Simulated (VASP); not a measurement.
# Ge in VASP: further runs

The runs below take Ge through single point, with PBE+D3(BJ).

Program: VASP 6.6.1. These are calculated values, not measurements. Logs are shortened: lines on timing, memory, paths and dates and some standing lists are left out, and cuts for length are marked.

**1. The cell of the first run**

The cell holds a slab with vacuum, 2 atoms: a = 3.965 Å, b = 3.965 Å, c = 28.000 Å, α = 90.00°, β = 90.00°, γ = 120.00°.

**2. Single point, PBE+D3(BJ)**

Input file INCAR:

```
PREC     = Accurate       # precision mode
ENCUT    = 520            # plane-wave cutoff, eV
EDIFF    = 1E-7           # SCF threshold, eV
ISMEAR   = 0              # smearing method
SIGMA    = 0.1            # smearing width, eV
LREAL    = False          # projectors in reciprocal space
LASPH    = True           # aspherical terms in the spheres
NELM     = 100            # most SCF steps
ALGO     = Normal         # electronic algorithm
ISIF     = 2              # what is computed and relaxed
LWAVE    = False          # write WAVECAR
LCHARG   = False          # write CHGCAR
LDIPOL   = True         
IDIPOL   = 3            
DIPOL    = 0.5 0.5 0.500
GGA      = PE             # functional
IVDW     = 12             # dispersion correction
NBANDS   = 21             # bands
```

Input file KPOINTS:

```
Automatic mesh
0
Gamma
  12 12 1
```

Input file POSCAR:

```
Ge
1.0
    3.9650000000      0.0000000000      0.0000000000
   -1.9825000000      3.4337907260      0.0000000000
    0.0000000000      0.0000000000     28.0000000000
Ge
2
Direct
    0.3333333333      0.6666666667      0.5104821429
    0.6666666667      0.3333333333      0.4895178571
```

Potentials or basis: VASP PAW PBE potentials, release 64 (Ge_d).

Launch:

```console
$ cat potpaw_PBE.64/Ge_d/POTCAR > POTCAR
$ mpirun -np 1 vasp_std > vasp.out
```

OUTCAR:

```text
PREC = Accurate
   ENCUT = 520
   EDIFF = 1E-7
   ISMEAR = 0
   LREAL = False
   LASPH = True
   NELM = 100
   ISIF = 2
   GGA = PE
   IVDW = 12
 IVDW          = 12

 ion  position               nearest neighbor table
   1  0.333  0.667  0.510-   2 2.36   2 2.36   2 2.36
   2  0.667  0.333  0.490-   1 2.36   1 2.36   1 2.36

  LATTYP: Found a hexagonal cell.
 ALAT       =     3.9650000000
 C/A-ratio  =     7.0617906683

  Lattice vectors:

 A1 = (   3.9650000000,   0.0000000000,   0.0000000000)
 A2 = (  -1.9825000000,   3.4337907260,   0.0000000000)
 A3 = (   0.0000000000,   0.0000000000,  28.0000000000)

Analysis of symmetry for initial positions (statically):
=====================================================================
 Subroutine PRICEL returns:
 Original cell was already a primitive cell.

 Routine SETGRP: Setting up the symmetry group for a
 hexagonal supercell.

 Subroutine GETGRP returns: Found 12 space group operations
 (whereof 12 operations were pure point group operations)
 out of a pool of 24 trial point group operations.

The static configuration has the point symmetry D_3d.

Analysis of symmetry for dynamics (positions and initial velocities):
=====================================================================
 Subroutine PRICEL returns:
 Original cell was already a primitive cell.

 Routine SETGRP: Setting up the symmetry group for a
 hexagonal supercell.

 Subroutine GETGRP returns: Found 12 space group operations
 (whereof 12 operations were pure point group operations)
 out of a pool of 24 trial point group operations.

The dynamic configuration has the point symmetry D_3d.

 Subroutine INISYM returns: Found 12 space group operations
 (whereof 12 operations are pure point group operations),
 and found     1 'primitive' translations

----------------------------------------------------------------------------------------

                                     Primitive cell

  volume of cell :     381.2194

  direct lattice vectors                    reciprocal lattice vectors
     3.965000000  0.000000000  0.000000000     0.252206810  0.145611669  0.000000000
    -1.982500000  3.433790726  0.000000000     0.000000000  0.291223339  0.000000000
     0.000000000  0.000000000 28.000000000     0.000000000  0.000000000  0.035714286

  length of vectors
[... 77 lines left out ...]
   LREAL  =      F    real-space projection
   EDIFFG = 0.1E-05   stopping-criterion for IOM
   NSW    =      0    number of steps for IOM
   IBRION =     -1    ionic relax: 0-MD 1-quasi-New 2-CG
   NFREE  =      0    steps in history (QN), initial steepest desc. (CG)
   ISIF   =      2    stress and relaxation
   ISYM   =      2    0-nonsym 1-usesym 2-fastsym
   POTIM  = 0.5000    time-step for ionic-motion
   TEBEG  =    0.0;   TEEND  =   0.0 temperature during run
   PSTRESS=    0.0 pullay stress
   NELECT =      28.0000    total number of electrons
   NUPDOWN=      -1.0000    fix difference up-down
   EMIN   =  10.00;   EMAX   =-10.00  energy-range for DOS
   EFERMI =   0.00;   METHOD = LEGACY
   ISMEAR =     0;   SIGMA  =   0.10  broadening in eV -4-tet -1-fermi 0-gaus
   EFERMI_NEDOS =   21; number of points for ismear=-14 and -15
   IALGO  =     38    algorithm
   IMIX   =      4    mixing-type and parameters
     AMIX     =   0.40;   BMIX     =  1.00
     AMIX_MAG =   1.60;   BMIX_MAG =  1.00
  volume/ion in A,a.u.               =     190.61      1286.30
  Fermi-wavevector in a.u.,A,eV,Ry     =   0.685597  1.295591  6.395334  0.470044
  Thomas-Fermi vector in A             =   1.765584
   LORBIT       =      0    0 simple, 1 ext, 2 COOP (PROOUT), +10 PAW based schemes
   GGA     = PE    functional components
   LHFCALC =     F    Hartree Fock is set to
   AEXX    =    0.0000 exact exchange contribution
   IVDW    =    12    specifies the selected vdW correction
   LEPSILON=     F    determine dielectric tensor
   LRPA    =     F    only Hartree local field effects (RPA)
 non-spin polarized calculation
 Gauss-broadening in eV      SIGMA  =   0.10
  energy-cutoff  :      520.00
  volume of cell :      381.22
 maximum number of plane-waves:     10347
 NGX is ok and might be reduce to    30
   NGX = 15   NGY = 15   NGZ =105

 dipolmoment           0.000000      0.000000      0.000000 electrons x Angstroem

 number of electron      28.0000044 magnetization

 dipolmoment           0.000000      0.000000     -0.000000 electrons x Angstroem

 Free energy of the ion-electron system (eV)
  ---------------------------------------------------
  ext. energy  EPLUGINS =         0.00000000
  ---------------------------------------------------
  free energy    TOTEN  =        -8.03067271 eV

  energy without entropy =       -8.02910552  energy(sigma->0) =       -8.02988912

 E-fermi :  -3.3369     XC(G=0):  -1.6493

 val. band max:       -3.3368646817   @ k =   0.3333   0.3333   0.0000
 cond. band min:      -3.3368645664   @ k =   0.3333   0.3333   0.0000
 fundamental gap:      0.0000001153
 Fermi energy:        -3.3368646240

 k-point     1 :       0.0000    0.0000    0.0000
  band No.  band energies     occupation
      1     -28.0097      2.00000
      2     -28.0097      2.00000
      3     -27.9609      2.00000
      4     -27.9575      2.00000
      5     -27.9575      2.00000
      6     -27.8397      2.00000
[... 445 lines left out ...]
     20       3.5926      0.00000
     21       3.7326      0.00000

------------------------ aborting loop because EDIFF is reached ----------------------------------------

 vacuum level on the upper side and lower side of the slab       (xc-potential included)        -0.007        -0.007

 Edisp (eV)   -0.31772

 E8    (eV) :    -0.1521

  FORCE on cell =-STRESS in cart. coord.  units (eV):
  Direction    XX          YY          ZZ          XY          YZ          ZX
  --------------------------------------------------------------------------------------
  -------------------------------------------------------------------------------------
  Total       1.21072     1.21072     0.22742    -0.00000     0.00000     0.00000
  in kB       5.08837     5.08837     0.95579    -0.00000     0.00000     0.00000
  external pressure =        3.71 kB  Pullay stress =        0.00 kB

 VOLUME and BASIS-vectors are now :
 -----------------------------------------------------------------------------
  energy-cutoff  :      520.00
  volume of cell :      381.22
      direct lattice vectors                 reciprocal lattice vectors
     3.965000000  0.000000000  0.000000000     0.252206810  0.145611669  0.000000000
    -1.982500000  3.433790726  0.000000000     0.000000000  0.291223339  0.000000000
     0.000000000  0.000000000 28.000000000     0.000000000  0.000000000  0.035714286

 POSITION                                       TOTAL-FORCE (eV/Angst)
 -----------------------------------------------------------------------------------
     -0.00000      2.28919     14.29350         0.000000      0.000000      0.409728
      1.98250      1.14460     13.70650        -0.000000      0.000000     -0.409728
 -----------------------------------------------------------------------------------
    total drift:                               -0.000000      0.000000     -0.000000

  FREE ENERGIE OF THE ION-ELECTRON SYSTEM (eV)
  ---------------------------------------------------
  free  energy   TOTEN  =        -8.3483896470 eV

  energy  without entropy=       -8.3468224537  energy(sigma->0) =       -8.34760605

 vacuum level on the upper side and lower side of the slab         1.086         1.086
```

OSZICAR:

```text
N       E                     dE             d eps       ncg     rms          rms(c)
DAV:   1     0.156669415981E+03    0.15667E+03   -0.13903E+04   958   0.131E+03
DAV:   2     0.801721161254E+01   -0.14865E+03   -0.14381E+03  1118   0.253E+02
DAV:   3    -0.755037949614E+01   -0.15568E+02   -0.15507E+02  1089   0.107E+02
DAV:   4    -0.817017209544E+01   -0.61979E+00   -0.61927E+00   988   0.248E+01
[... 15 lines left out ...]
DAV:  20    -0.803067189580E+01   -0.32677E-05   -0.49224E-08   784   0.100E-03    0.324E-04
DAV:  21    -0.803067234687E+01   -0.45107E-06   -0.12211E-08   728   0.173E-03    0.163E-04
DAV:  22    -0.803067259184E+01   -0.24497E-06   -0.23689E-09   670   0.513E-04    0.311E-05
DAV:  23    -0.803067269692E+01   -0.10508E-06   -0.38688E-10   664   0.289E-04    0.196E-05
DAV:  24    -0.803067271369E+01   -0.16769E-07    0.52000E-10   637   0.154E-04
   1 F= -.83483896E+01 E0= -.83476061E+01  d E =-.156719E-02
```

stdout:

```text
POSCAR found type information on POSCAR Ge
 POSCAR found :  1 types and       2 ions
 scaLAPACK will be used
 LDA part: xc-table for (Slater+PW92), standard interpolation
 POSCAR, INCAR and KPOINTS ok, starting setup
 FFT: planning ... GRIDC
 FFT: planning ... GRID_SOFT
 FFT: planning ... GRID
 WAVECAR not read
 entering main loop
```

It took 6.3 min on 1 thread of Intel Xeon 6975P-C (Granite Rapids), shared host; peak memory 0.51 GiB.

Results:

- Free energy: -8.3484 eV
- Largest force: 0.410 eV/Å
- Band gap on the k mesh: zero (filled and empty bands touch)
- Dispersion energy per atom: -0.159 eV

Forces in eV/Å, atoms in the order of the input:
```
Ge   0.000  0.000  0.410
Ge   0.000  0.000 -0.410
```

Levels at points of the mesh, in eV from the Fermi level:
```
           k point  band 10  band 11  band 12  band 13  band 14  band 15  band 16  band 17  band 18  band 19
(0.00, 0.00, 0.00)   -24.38   -11.76    -3.48    -0.68    -0.68     0.54     2.44     3.87     3.87     4.19
(0.50, 0.00, 0.00)   -24.30    -9.60    -7.72    -2.32    -1.17     0.73     1.48     5.61     6.38     7.09
```

**3. Single point, PBE+D3(BJ)**

Input file INCAR:

```
  PREC = Accurate
  ENCUT = 520
  EDIFF = 1E-6
  ISMEAR = 0
  SIGMA = 0.1
  LREAL = F
  LASPH = T
  NELM = 80
  ALGO = Normal
  ISIF = 2
  LWAVE = F
  LCHARG = F
  LDIPOL = T
  IDIPOL = 3
  DIPOL = 0.5 0.5 0.500
  GGA = PE
  IVDW = 12
  NBANDS = 21
```

KPOINTS is that of step 2.

Input file POSCAR:

```
Ge
1.0
    3.9650000000      0.0000000000      0.0000000000
   -1.9825000000      3.4337907260      0.0000000000
    0.0000000000      0.0000000000     28.0000000000
Ge
2
Direct
    0.3333333333      0.6666666667      0.5157142857
    0.6666666667      0.3333333333      0.4842857143
```

Potentials or basis: VASP PAW PBE potentials, release 64 (Ge_d).

Launch:

```console
$ cat potpaw_PBE.64/Ge_d/POTCAR > POTCAR
$ mpirun -np 1 vasp_std > vasp.out
```

Wall time 5.2 min (1 thread of Intel Xeon 6975P-C (Granite Rapids), shared host); peak memory 0.53 GiB.

Results (log left out):

```yaml
Free_energy: -8.3141 eV
Largest_force: 0.711 eV/Å
Band_gap_on_the_k_mesh: zero (bands 14 and 15 overlap by 0.28 eV)
Dispersion_energy_per_atom: -0.158 eV
```

Forces on the atoms (eV/Å):
```
Ge   0.000  0.000 -0.711
Ge   0.000  0.000  0.711
```

Levels at points of the mesh, in eV from the Fermi level:
| k point | band 12 | band 13 | band 14 | band 15 | band 16 | band 17 |
| --- | --- | --- | --- | --- | --- | --- |
| (0.00, 0.00, 0.00) | -3.96 | 0.06 | 0.06 | 1.39 | 1.73 | 4.07 |
| (0.50, 0.00, 0.00) | -7.18 | -1.56 | -1.41 | 0.40 | 2.10 | 5.02 |

**4. Single point, PBE+D3(BJ)**

Input file INCAR:

```
SYSTEM = Ge
PREC = Accurate ; ENCUT = 520
EDIFF = 1E-6 ; ISMEAR = 0
SIGMA = 0.1 ; LREAL = .FALSE.
LASPH = .TRUE. ; NELM = 100
ALGO = Normal ; ISIF = 2
LWAVE = .FALSE. ; LCHARG = .FALSE.
LDIPOL = .TRUE. ; IDIPOL = 3
DIPOL = 0.5 0.5 0.500 ; GGA = PE
IVDW = 12 ; NBANDS = 21
```

Input file KPOINTS:

```
Automatic mesh
0
G
  12 12 1
  0 0 0
```

Input file POSCAR:

```
Ge
1.0
    3.9650000000      0.0000000000      0.0000000000
   -1.9825000000      3.4337907260      0.0000000000
    0.0000000000      0.0000000000     28.0000000000
Ge
2
Direct
    0.3333333333      0.6666666667      0.5026250000
    0.6666666667      0.3333333333      0.4973750000
```

Launch:

```console
$ cat potpaw_PBE.64/Ge_d/POTCAR > POTCAR
$ mpirun -np 1 vasp_std > vasp.out
```

Wall time 5.8 min (1 thread of Intel Xeon 6975P-C (Granite Rapids), shared host); peak memory 0.54 GiB.

Results (log left out):

```yaml
Free_energy: -8.0915 eV
Largest_force: 0.389 eV/Å
Band_gap_on_the_k_mesh: zero (bands 14 and 15 overlap by 0.47 eV)
Dispersion_energy_per_atom: -0.159 eV
```

Forces in eV/Å, atoms in the order of the input:
```
Ge   0.000  0.000  0.389
Ge   0.000  0.000 -0.389
```

Levels at points of the mesh, in eV from the Fermi level:
| k point | band 11 | band 12 | band 13 | band 14 | band 15 | band 16 | band 17 | band 18 |
| --- | --- | --- | --- | --- | --- | --- | --- | --- |
| (0.00, 0.00, 0.00) | -12.45 | -3.22 | -1.54 | -1.54 | -0.42 | 3.02 | 3.38 | 3.38 |
| (0.50, 0.00, 0.00) | -10.28 | -8.41 | -3.19 | -1.02 | 0.63 | 0.88 | 5.96 | 6.35 |

**5. Summary**

| cell | gap on the mesh (eV) | largest force (eV/Å) |
| --- | --- | --- |
| as given, atomic positions A | none | 0.41 |
| as given, atomic positions B | none | 0.71 |
| as given, atomic positions C | none | 0.39 |

Alike in all rows: task single point; level PBE+D3(BJ); potentials or basis VASP PAW PBE potentials, release 64 (Ge_d); no spin polarisation; k mesh 12 × 12 × 1; cutoff (eV) 520; smearing gaussian 0.1 eV.

Absolute energies hang on the potentials; compare differences alone.
